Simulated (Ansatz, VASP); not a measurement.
## Two plane-wave programs on Nb

```
CELL_PARAMETERS angstrom
4.62536 0.00000 0.00000
2.31268 4.00568 0.00000
0.00000 0.00000 28.27392
ATOMIC_POSITIONS crystal
Nb 0.66667 0.66667 0.28295
Nb 0.00000 0.00000 0.31634
Nb 0.33333 0.33333 0.34973
Nb 0.66667 0.66667 0.38312
Nb 0.00000 0.00000 0.41652
Nb 0.33333 0.33333 0.44991
Nb 0.66667 0.66667 0.48330
Nb 0.00000 0.00000 0.51670
Nb 0.33333 0.33333 0.55009
Nb 0.66667 0.66667 0.58348
Nb 0.00000 0.00000 0.61688
Nb 0.33333 0.33333 0.65027
Nb 0.66667 0.66667 0.68366
Nb 0.00000 0.00000 0.71705
```

Alike in both runs: task single point; functional PBEsol; k mesh 8 × 8 × 1; no spin polarisation.

```csv
,VASP,Ansatz
version,VASP 6.6.1,Ansatz 0.2.0
potentials or method,"VASP PAW PBE potentials, release 64 (Nb_sv)","plane-wave PAW, scalar-relativistic"
plane-wave cutoff (eV),520,420
occupations,"methfessel-paxton of order 1, width 0.1 eV","cold, width 0.1 eV"
valence electrons in the cell,182,182
```

```csv
,VASP,Ansatz,Ansatz less VASP
rms of the force components (eV/Å),0.528,0.527,-0.0019
```

VASP's potentials were made for PBE, not for PBEsol. Atom by atom the forces differ by 0.009 eV/Å (rms over components).
